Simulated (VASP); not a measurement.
Here is a VASP 6.6.1 calculation.

File INCAR:

```
SYSTEM = TiO2
PREC = Accurate
ENCUT = 520
EDIFF = 1E-6
ISMEAR = -1
SIGMA = 0.05
LREAL = .FALSE.
LASPH = .TRUE.
NELM = 60
ALGO = Normal
ISIF = 2
LWAVE = .FALSE.
LCHARG = .FALSE.
GGA = PE
NBANDS = 33
```

KPOINTS

```
regular mesh
0
G
  8 8 6
  0 0 0
```

File POSCAR:

```
TiO2
1.0
    2.7591069643     -2.7597401439      0.0000000000
    2.7591069643      2.7597401439      0.0000000000
   -2.6851819758      0.0000000000      4.8907125897
Ti O
2 4
Direct
    0.8658900000      0.1341100000      0.7500000000
    0.1341100000      0.8658900000      0.2500000000
    0.0887550000      0.3312210000      0.1671490000
    0.9112450000      0.6687790000      0.8328510000
    0.6687790000      0.9112450000      0.3328510000
    0.3312210000      0.0887550000      0.6671490000
```

Potentials or basis: VASP PAW PBE potentials, release 64 (Ti_sv, O).

Command:

```console
$ cat potpaw_PBE.64/Ti_sv/POTCAR potpaw_PBE.64/O/POTCAR > POTCAR
$ mpirun -np 1 vasp_std > vasp.out
```

Problem. Estimate the pressure.

Solution. -11.4 GPa.

Problem. What does it give for the band gap on the k mesh?

Solution. 1.92 eV (least direct gap 2.25 eV).

Problem. Estimate the largest force.

Solution. 0.408 eV/Å.

Stress tensor (GPa, compression positive):
```
-11.37   0.00  -0.64
  0.00 -11.38   0.00
 -0.64   0.00 -11.30
```

Caveat: the cell stands under tension. A k mesh can miss the band edges.
